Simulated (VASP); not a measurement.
CaC2, 3 atoms in the cell. The structure is tetragonal, space group I4/mmm (No. 139). Conventional cell: a = 3.965 Å, b = 3.965 Å, c = 6.404 Å, α = 90.00°, β = 90.00°, γ = 90.00°. Ca (site symmetry 4/mmm) has 10 C at 2.58 to 2.87 Å within 3.4 Å. C (site symmetry 4mm) has 1 C at 1.25 Å within 1.7 Å.  This cell differs from its parent crystal: strain +0.025 along x and y, +0.000 along z.

* Program: VASP 6.6.1
* Task: single point
* Functional: PBEsol
* Potentials or basis: VASP PAW PBE potentials, release 64 (Ca_sv, C)
* Cutoff: 520 eV
* k mesh: 10 × 10 × 10
* Occupations: gaussian, width 0.05 eV
* Spin: no spin polarisation
* Dipole correction: no
* Further INCAR settings: ALGO = Normal; EDIFF = 1e-06; NBANDS = 16

Potentials or basis: VASP PAW PBE potentials, release 64 (Ca_sv, C).

The run is started by

```bash
$ cat potpaw_PBE.64/Ca_sv/POTCAR potpaw_PBE.64/C/POTCAR > POTCAR
$ mpirun -np 1 vasp_std > vasp.out
```

Hardware: 1 thread of AMD EPYC 9R45 96-Core Processor (Zen 5), with other jobs on the host.

Q: How long does it take, and how much memory?

A: Wall time 33 s on 1 thread of AMD EPYC 9R45 96-Core Processor (Zen 5), on a shared host, peak memory 0.2 GiB. Counts: scf iterations 14, k points 102.
